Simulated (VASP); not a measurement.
Ga16As11P5:

```
Ga As P
1.0
    11.18266    0.00000    0.00000
     0.00000   11.18266    0.00000
     0.00000    0.00000   11.18266
Ga As P
32 22 10
Direct
  0.00193 0.99904 0.99934
  0.99822 0.99853 0.49954
  0.99937 0.49874 0.00386
  0.99690 0.49964 0.49873
  0.50055 0.99610 0.00061
  0.50078 0.99974 0.50013
  0.49806 0.50000 0.99767
  0.49890 0.50037 0.49944
  0.25452 0.25021 0.99930
  0.24978 0.25070 0.49786
  0.25188 0.74997 0.00140
  0.25230 0.75099 0.50119
  0.74864 0.25058 0.00212
  0.75128 0.24774 0.50331
  0.75021 0.74912 0.00120
  0.75044 0.74960 0.50478
  0.25101 0.00351 0.24747
  0.25162 0.99978 0.75273
  0.25354 0.50058 0.25062
  0.24934 0.50003 0.75097
  0.74526 0.99782 0.24738
  0.74965 0.99962 0.75018
  0.74994 0.49848 0.25270
  0.74809 0.50140 0.75035
  0.00132 0.25289 0.24840
  0.99621 0.25122 0.74887
  0.00010 0.75280 0.24880
  0.00094 0.75008 0.74850
  0.49994 0.24967 0.25318
  0.50202 0.24813 0.74853
  0.49834 0.75345 0.24706
  0.50222 0.75082 0.75428
  0.12460 0.12337 0.12390
  0.12619 0.12369 0.62881
  0.62430 0.12421 0.12576
  0.62466 0.12530 0.62026
  0.62610 0.62254 0.12692
  0.62688 0.62277 0.62403
  0.37629 0.37488 0.62611
  0.37270 0.87641 0.11927
  0.37630 0.87442 0.62396
  0.87413 0.37425 0.62689
  0.87420 0.87507 0.62267
  0.37707 0.12302 0.37490
  0.37752 0.12341 0.87587
  0.37391 0.62531 0.87514
  0.87573 0.12566 0.37382
  0.87298 0.62601 0.37336
  0.87580 0.62523 0.87581
  0.12441 0.37618 0.87606
  0.12427 0.87626 0.87557
  0.62497 0.37391 0.37806
  0.62804 0.37422 0.87823
  0.62706 0.87598 0.87524
  0.12531 0.62672 0.12207
  0.12505 0.62319 0.62770
  0.37312 0.37592 0.12557
  0.87499 0.37484 0.12495
  0.87375 0.87590 0.12457
  0.37274 0.62815 0.37067
  0.87615 0.12333 0.87491
  0.12582 0.37555 0.37460
  0.12402 0.87579 0.37643
  0.62288 0.87374 0.37834
```

* Program: VASP 6.6.1
* Task: relaxation of volume and atoms at fixed shape
* Functional: PBEsol
* Potentials or basis: VASP PAW PBE potentials, release 64 (Ga_d, As, P)
* Cutoff: 500 eV
* k mesh: 1 × 1 × 1, shifted
* Occupations: fermi-dirac, width 0.05 eV
* Spin: no spin polarisation

At the start: pressure 0.2 GPa; volume 21.85 Å³/atom.

Task: Where does the relaxation end?

Result: Over 12 steps the energy falls by 16.2 meV/atom; space group P1 (No. 1, to 0.1 Å) before and after.

Step by step:
```
step  energy change (eV)  largest force (eV/Å)  pressure (GPa)  volume (Å³)
   1              0.0000                1.1304            0.20      1398.41
   2             -0.7122                0.5242           -0.25      1403.97
   3             -0.8105                0.4769           -0.43      1406.98
   4             -0.9548                0.3251            0.18      1394.84
   5             -0.9716                0.2458            0.49      1388.87
   6             -1.0180                0.1664           -0.12      1400.11
   7             -1.0181                0.1671           -0.14      1400.32
   8             -1.0318                0.0625           -0.03      1398.19
   9             -1.0333                0.0741            0.02      1397.17
  10             -1.0367                0.0337            0.01      1397.50
  11             -1.0372                0.0499            0.00      1397.69
  12             -1.0385                0.0295           -0.01      1397.84
```

Final structure:
```cif
data_structure
_symmetry_space_group_name_H-M 'P 1'
_symmetry_Int_Tables_number 1
_cell_length_a 11.1811
_cell_length_b 11.1811
_cell_length_c 11.1811
_cell_angle_alpha 90.000
_cell_angle_beta 90.000
_cell_angle_gamma 90.000
_cell_volume 1397.84
loop_
_atom_site_label
_atom_site_type_symbol
_atom_site_fract_x
_atom_site_fract_y
_atom_site_fract_z
_atom_site_occupancy
Ga1 Ga 0.99322 0.00025 0.00081 1
Ga2 Ga 0.00398 0.99628 0.49538 1
Ga3 Ga 0.00089 0.50036 0.00834 1
Ga4 Ga 0.00661 0.50096 0.49877 1
Ga5 Ga 0.50056 0.99946 0.00126 1
Ga6 Ga 0.50306 0.99643 0.49592 1
Ga7 Ga 0.49640 0.49666 0.00436 1
Ga8 Ga 0.49490 0.50451 0.49524 1
Ga9 Ga 0.25352 0.25383 0.00407 1
Ga10 Ga 0.24587 0.25367 0.49618 1
Ga11 Ga 0.24554 0.74556 0.00432 1
Ga12 Ga 0.24640 0.74617 0.49559 1
Ga13 Ga 0.75771 0.24952 0.00231 1
Ga14 Ga 0.75114 0.24927 0.49941 1
Ga15 Ga 0.75450 0.75224 0.00500 1
Ga16 Ga 0.74768 0.75254 0.49643 1
Ga17 Ga 0.24552 0.99698 0.25327 1
Ga18 Ga 0.25020 0.99997 0.75025 1
Ga19 Ga 0.24953 0.50189 0.25050 1
Ga20 Ga 0.24518 0.50319 0.74655 1
Ga21 Ga 0.74982 0.99315 0.25027 1
Ga22 Ga 0.75518 0.00324 0.75364 1
Ga23 Ga 0.75382 0.49672 0.24750 1
Ga24 Ga 0.75025 0.50062 0.75105 1
Ga25 Ga 0.00105 0.25741 0.25007 1
Ga26 Ga 0.99722 0.24643 0.75497 1
Ga27 Ga 0.00389 0.75359 0.24677 1
Ga28 Ga 0.00372 0.74565 0.74529 1
Ga29 Ga 0.49659 0.25327 0.24685 1
Ga30 Ga 0.50068 0.25089 0.74856 1
Ga31 Ga 0.49891 0.74919 0.25654 1
Ga32 Ga 0.50026 0.74988 0.75148 1
As1 As 0.12335 0.12591 0.12548 1
As2 As 0.12369 0.12511 0.62411 1
As3 As 0.62674 0.12492 0.12620 1
As4 As 0.62624 0.12315 0.62451 1
As5 As 0.62481 0.62461 0.12719 1
As6 As 0.62402 0.62519 0.62315 1
As7 As 0.37274 0.37703 0.62293 1
As8 As 0.37336 0.87317 0.12735 1
As9 As 0.37391 0.87260 0.62219 1
As10 As 0.87749 0.37534 0.62504 1
As11 As 0.87653 0.87466 0.62360 1
As12 As 0.37372 0.12510 0.37397 1
As13 As 0.37573 0.12615 0.87594 1
As14 As 0.37261 0.62331 0.87628 1
As15 As 0.87671 0.12405 0.37204 1
As16 As 0.87777 0.62631 0.37274 1
As17 As 0.87788 0.62485 0.87722 1
As18 As 0.12411 0.37608 0.87734 1
As19 As 0.12263 0.87378 0.87620 1
As20 As 0.62410 0.37579 0.37413 1
As21 As 0.62629 0.37364 0.87799 1
As22 As 0.62806 0.87519 0.87667 1
P1 P 0.12453 0.62431 0.12843 1
P2 P 0.12583 0.62484 0.62138 1
P3 P 0.37261 0.37735 0.12798 1
P4 P 0.87686 0.37528 0.12584 1
P5 P 0.87628 0.87503 0.12665 1
P6 P 0.37154 0.62565 0.37344 1
P7 P 0.87518 0.12494 0.87762 1
P8 P 0.12601 0.37822 0.37288 1
P9 P 0.12518 0.87204 0.37396 1
P10 P 0.62488 0.87317 0.37362 1
```

Caveat: the PAW data sets were made with another functional, which shifts forces and pressure a little.
